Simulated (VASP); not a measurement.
# HfTe2W2 (P4/mmm) in VASP: further runs, part 2 of 2

VASP 6.6.1. Earlier steps stand in the parts before.

**5. Relaxation of cell and atoms, PBE**

This run uses another cell than the first one, of 27.05 Å³/atom.

The input, INCAR:

```
SYSTEM = HfTe2W2
PREC     = Accurate       ! precision mode
ENCUT    = 600            ! plane-wave cutoff, eV
EDIFF    = 1E-6           ! SCF threshold, eV
ISMEAR   = 0              ! smearing method
SIGMA    = 0.1            ! smearing width, eV
LREAL    = .False.        ! projectors in reciprocal space
LASPH    = .True.         ! aspherical terms in the spheres
NELM     = 60             ! most SCF steps
ALGO     = Fast           ! electronic algorithm
ISIF     = 3              ! what is computed and relaxed
LWAVE    = .False.        ! write WAVECAR
LCHARG   = .False.        ! write CHGCAR
GGA      = PE             ! functional
IBRION   = 2              ! ionic algorithm
NSW      = 90             ! ionic steps
EDIFFG   = -0.04          ! ionic threshold
```

The input, KPOINTS:

```
regular mesh
0
Gamma
  4 4 4
  0 0 0
```

The input, POSCAR:

```
HfTe2W2
1.0
    4.6371394200      0.0000000000      0.0000000000
    0.0000000000      4.6371394200      0.0000000000
    0.0000000000      0.0000000000      6.2901430900
Hf Te W
1 2 2
Direct
    0.0000000000      0.0000000000      0.0000000000
    0.0000000000      0.5000000000      0.5000000000
    0.5000000000      0.0000000000      0.5000000000
    0.5000000000      0.5000000000      0.2399999900
    0.5000000000      0.5000000000      0.7600000100
```

Potentials or basis: VASP PAW PBE potentials, release 64 (Hf_pv, Te, W_sv).

Started as:

```bash
> cat potpaw_PBE.64/Hf_pv/POTCAR potpaw_PBE.64/Te/POTCAR potpaw_PBE.64/W_sv/POTCAR > POTCAR
> mpirun -np 1 vasp_std > vasp.out
```

OUTCAR:

```text
SYSTEM = HfTe2W2
   PREC = Accurate
   ENCUT = 600
   EDIFF = 1E-6
   ISMEAR = 0
   LREAL = .False.
   LASPH = .True.
   NELM = 60
   ISIF = 3
   GGA = PE
   IBRION = 2
   NSW = 90
   EDIFFG = -0.04

 ion  position               nearest neighbor table
   1  0.000  0.000  0.000-   4 3.61   5 3.61   4 3.61   5 3.61   4 3.61   5 3.61   4 3.61   5 3.61

   2  0.000  0.500  0.500-   4 2.84   5 2.84   4 2.84   5 2.84   3 3.28   3 3.28   3 3.28   3 3.28

   3  0.500  0.000  0.500-   4 2.84   5 2.84   4 2.84   5 2.84   2 3.28   2 3.28   2 3.28   2 3.28

   4  0.500  0.500  0.240-   2 2.84   3 2.84   3 2.84   2 2.84   5 3.02   5 3.27   1 3.61   1 3.61
                             1 3.61   1 3.61
   5  0.500  0.500  0.760-   2 2.84   3 2.84   3 2.84   2 2.84   4 3.02   4 3.27   1 3.61   1 3.61
                             1 3.61   1 3.61

  LATTYP: Found a simple tetragonal cell.
 ALAT       =     4.6371394200
 C/A-ratio  =     1.3564705566

  Lattice vectors:

 A1 = (   4.6371394200,   0.0000000000,   0.0000000000)
 A2 = (   0.0000000000,   4.6371394200,   0.0000000000)
 A3 = (   0.0000000000,   0.0000000000,   6.2901430900)

Analysis of symmetry for initial positions (statically):
=====================================================================
 Subroutine PRICEL returns:
 Original cell was already a primitive cell.

 Routine SETGRP: Setting up the symmetry group for a
 simple tetragonal supercell.

 Subroutine GETGRP returns: Found 16 space group operations
[... 205 lines left out ...]

 number of electron      50.0000000 magnetization

 E-fermi :  11.2733     XC(G=0): -12.2208

 val. band max:       11.2684044587   @ k =   0.2500   0.0000   0.0000
 cond. band min:      11.2999459988   @ k =   0.2500   0.0000   0.0000
 fundamental gap:      0.0315415401
 Fermi energy:        11.2732885164

 k-point     1 :       0.0000    0.0000    0.0000
  band No.  band energies     occupation
      1     -62.4790      2.00000
      2     -62.2121      2.00000
      3     -28.0621      2.00000
      4     -26.9431      2.00000
      5     -26.9431      2.00000
      6     -26.6061      2.00000
[... 654 lines left out ...]
  FREE ENERGIE OF THE ION-ELECTRON SYSTEM (eV)
  ---------------------------------------------------
  free  energy   TOTEN  =       -37.3698330207 eV

  energy  without entropy=      -37.3556499747  energy(sigma->0) =      -37.36274150

[... ionic steps 4 to 12 ...]

--------------------------------------- Ionic step       13  -------------------------------------------

 number of electron      50.0000001 magnetization

------------------------ aborting loop because EDIFF is reached ----------------------------------------
[... 73 lines left out ...]
--------------------------------------- Ionic step       15  -------------------------------------------

 number of electron      50.0000001 magnetization

 Free energy of the ion-electron system (eV)
  ---------------------------------------------------
  ext. energy  EPLUGINS =         0.00000000
  ---------------------------------------------------
  free energy    TOTEN  =       -37.93072673 eV

  energy without entropy =      -37.91809166  energy(sigma->0) =      -37.92440919

 E-fermi :   8.4177     XC(G=0): -11.1761

 val. band max:        8.4163640040   @ k =   0.5000   0.5000   0.2500
 cond. band min:       8.4300047204   @ k =   0.5000   0.2500   0.0000
 fundamental gap:      0.0136407164
 Fermi energy:         8.4176980492

 k-point     1 :       0.0000    0.0000    0.0000
  band No.  band energies     occupation
      1     -65.5271      2.00000
      2     -65.3633      2.00000
      3     -30.5030      2.00000
      4     -29.8397      2.00000
      5     -29.8397      2.00000
      6     -29.6327      2.00000
[... 615 lines left out ...]
  FREE ENERGIE OF THE ION-ELECTRON SYSTEM (eV)
  ---------------------------------------------------
  free  energy   TOTEN  =       -37.9307267277 eV

  energy  without entropy=      -37.9180916606  energy(sigma->0) =      -37.92440919

 reached required accuracy - stopping structural energy minimisation
```

OSZICAR:

```text
N       E                     dE             d eps       ncg     rms          rms(c)
DAV:   1     0.448966517506E+03    0.44897E+03   -0.29281E+04  1224   0.175E+03
DAV:   2    -0.860385916307E+01   -0.45757E+03   -0.44733E+03  1230   0.438E+02
DAV:   3    -0.367362546342E+02   -0.28132E+02   -0.27060E+02  1458   0.889E+01
[... 207 lines left out ...]
RMM:   3    -0.379308311856E+02    0.10712E-02   -0.32553E-03  1185   0.349E-01    0.952E-02
RMM:   4    -0.379307048270E+02    0.12636E-03   -0.14269E-03  1222   0.209E-01    0.971E-02
RMM:   5    -0.379307251231E+02   -0.20296E-04   -0.28632E-04  1398   0.885E-02    0.559E-02
RMM:   6    -0.379307242715E+02    0.85169E-06   -0.60526E-05  1311   0.416E-02    0.228E-02
RMM:   7    -0.379307264369E+02   -0.21655E-05   -0.22296E-05  1235   0.265E-02    0.557E-03
RMM:   8    -0.379307267277E+02   -0.29072E-06   -0.49507E-06   822   0.125E-02
  15 F= -.37930727E+02 E0= -.37924409E+02  d E =-.135918E-03
```

Run time: 32 min. Hardware: 1 thread of Intel Xeon 8259CL, shared host; peak memory 0.36 GiB.

Results:

```yaml
Free_energy: -37.9307 eV
Relaxed_volume: 22.89 Å³/atom
Relaxed_cell: a = 4.612 Å, b = 4.612 Å, c = 5.379 Å, α = 90.00°, β = 90.00°, γ = 90.00°
Space_group_after_relaxing_to_0.1_Å: P4/mmm (No. 123)
Energy_gained_by_relaxing: 503.7 meV/atom
Ionic_steps: 15
Pressure_after_relaxing: 0.2 GPa
Largest_force_after_relaxing: 0.013 eV/Å
Band_gap_on_the_k_mesh: zero (bands 25 and 26 overlap by 0.07 eV)
```

Forces in eV/Å, atoms in the order of the input:
```
Hf   0.000  0.000  0.000
Te   0.000  0.000  0.000
Te   0.000  0.000  0.000
W    0.000  0.000 -0.013
W    0.000  0.000  0.013
```

Step by step:
| step | energy change (eV) | largest force (eV/Å) | pressure (GPa) | volume (Å³) |
| --- | --- | --- | --- | --- |
| 1 | 0.0000 | 2.0819 | -14.38 | 135.26 |
| 2 | -0.2082 | 0.5694 | 41.15 | 92.53 |
| 3 | -1.9576 | 3.3151 | 3.99 | 109.73 |
| 4 | -1.9637 | 3.2953 | 5.19 | 108.86 |
| 5 | -1.1268 | 9.9967 | 17.07 | 107.25 |
| 6 | -2.3767 | 0.1943 | 7.05 | 108.27 |
| 7 | -2.3857 | 0.2639 | -5.97 | 120.87 |
| 8 | -2.5070 | 0.1721 | -0.27 | 114.42 |
| 9 | -2.5070 | 0.1712 | -0.16 | 114.30 |
| 10 | -2.5137 | 0.3374 | 0.22 | 114.46 |
| 11 | -2.5140 | 0.2484 | 0.12 | 114.43 |
| 12 | -2.5176 | 0.1344 | -0.08 | 114.68 |
| 13 | -2.5183 | 0.0661 | -0.19 | 114.81 |
| 14 | -2.5183 | 0.0459 | -0.23 | 114.85 |
| 15 | -2.5185 | 0.0131 | 0.18 | 114.43 |

Final structure:
```
CELL_PARAMETERS angstrom
4.61230 0.00000 0.00000
0.00000 4.61230 0.00000
0.00000 0.00000 5.37910
ATOMIC_POSITIONS crystal
Hf 0.00000 0.00000 0.00000
Te 0.00000 0.50000 0.50000
Te 0.50000 0.00000 0.50000
W 0.50000 0.50000 0.21985
W 0.50000 0.50000 0.78015
```

Levels at points of the mesh, in eV from the Fermi level:
| k point | band 23 | band 24 | band 25 | band 26 | band 27 | band 28 |
| --- | --- | --- | --- | --- | --- | --- |
| (0.00, 0.00, 0.00) | -0.94 | 0.09 | 0.09 | 0.10 | 0.17 | 1.01 |
| (0.50, 0.00, 0.00) | -1.33 | -1.24 | -0.19 | 0.79 | 1.08 | 1.47 |
| (0.50, 0.50, 0.00) | -1.01 | -0.83 | -0.52 | 0.21 | 0.95 | 1.58 |
| (0.00, 0.00, 0.50) | -1.41 | -1.41 | -0.69 | 0.13 | 1.48 | 1.59 |
| (0.50, 0.00, 0.50) | -1.35 | -1.02 | -0.88 | 0.34 | 0.92 | 0.93 |
| (0.50, 0.50, 0.50) | -0.92 | -0.60 | -0.05 | 0.14 | 0.14 | 0.72 |

Caveat: the volume moved by over 15 % at a fixed basis, so the end points are rough; spin-orbit coupling is left out, which moves the levels of the heavy elements.

**6. Overview**

| task | cell | k mesh | cutoff (eV) | gap on the mesh (eV) | pressure (GPa) | largest force (eV/Å) |
| --- | --- | --- | --- | --- | --- | --- |
| single point | a = 4.617, b = 4.617, c = 5.380 Å, 5 atoms, atomic positions A | 4 × 4 × 4 | 520 | none | 0.0 | 0.12 |
| single point | a = 4.637, b = 4.637, c = 6.290 Å, 5 atoms, atomic positions B | 4 × 4 × 4 | 520 | none | -14.4 | 2.08 |
| single point | a = 4.565, b = 4.565, c = 5.469 Å, 5 atoms, atomic positions C | 8 × 8 × 8 | 520 | none | 0.0 | 0.10 |
| relaxation of cell and atoms | relaxed from a = 4.637, b = 4.637, c = 6.290 Å, 5 atoms, atomic positions B | 4 × 4 × 4 | 600 | none | 0.2 | 0.01 |

Alike in all rows: level PBE; potentials or basis VASP PAW PBE potentials, release 64 (Hf_pv, Te, W_sv); no spin polarisation; smearing gaussian 0.1 eV.

Caveats: spin-orbit coupling is left out, which moves the levels of the heavy elements; the cell stands under tension (at least some runs); forces of over 1 eV/Å act on the atoms, so gaps and moduli don't describe the material at rest (at least some runs); the volume moved by over 15 % at a fixed basis, so the end points are rough (at least some runs).

Absolute energies hang on the potentials; compare differences alone.
